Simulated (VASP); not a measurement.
Set up this calculation in VASP 6.6.1, as the native input.

- Task: single point
- Functional: PBEsol
- Potentials or basis: VASP PAW PBE potentials, release 64 (Be)
- Cutoff: 520 eV
- k mesh: 15 × 15 × 8
- Occupations: fermi-dirac, width 0.05 eV
- Spin: no spin polarisation
- Dipole correction: no
- Further INCAR settings: ALGO = Normal; EDIFF = 1e-06; NBANDS = 9

The structure of Be lies in POSCAR:

```
Be
1.0
    2.2424371395      0.0000000000      0.0000000000
   -1.1212185697      1.9420075292      0.0000000000
    0.0000000000      0.0000000000      3.6327481659
Be
2
Direct
    0.2133333333      0.6066666667      0.1600000000
    0.7866666667      0.3933333333      0.8400000000
```

This cell differs from its parent crystal: shortest bond scaled by 0.64.

The input as run:

INCAR

```
SYSTEM = Be
PREC = Accurate
ENCUT = 520
EDIFF = 1E-6
ISMEAR = -1
SIGMA = 0.05
LREAL = .FALSE.
LASPH = .TRUE.
NELM = 80
ALGO = Normal
ISIF = 2
LWAVE = .FALSE.
LCHARG = .TRUE.
GGA = PS
LELF = .TRUE.
LVHAR = .TRUE.
NBANDS = 9
```

KPOINTS

```
regular mesh
0
G
  15 15 8
  0 0 0
```

Potentials or basis: VASP PAW PBE potentials, release 64 (Be).

Launch:

```bash
$ cat potpaw_PBE.64/Be/POTCAR > POTCAR
$ mpirun -np 1 vasp_std > vasp.out
```

It gave:

The pressure is 47.5 GPa. The largest force is 12.258 eV/Å and the band gap on the k mesh is zero (band 2 reaches 7.51 eV, above the bottom of band 3 at 5.80 eV).

Caveat: the cell differs from its parent crystal (shortest bond scaled by 0.64); the PAW data sets were made with another functional, which shifts forces and pressure a little.

Wall time 48 s on 1 thread of Intel(R) Xeon(R) Platinum 8375C CPU @ 2.90GHz (Ice Lake), on a shared host, peak memory 0.17 GiB.
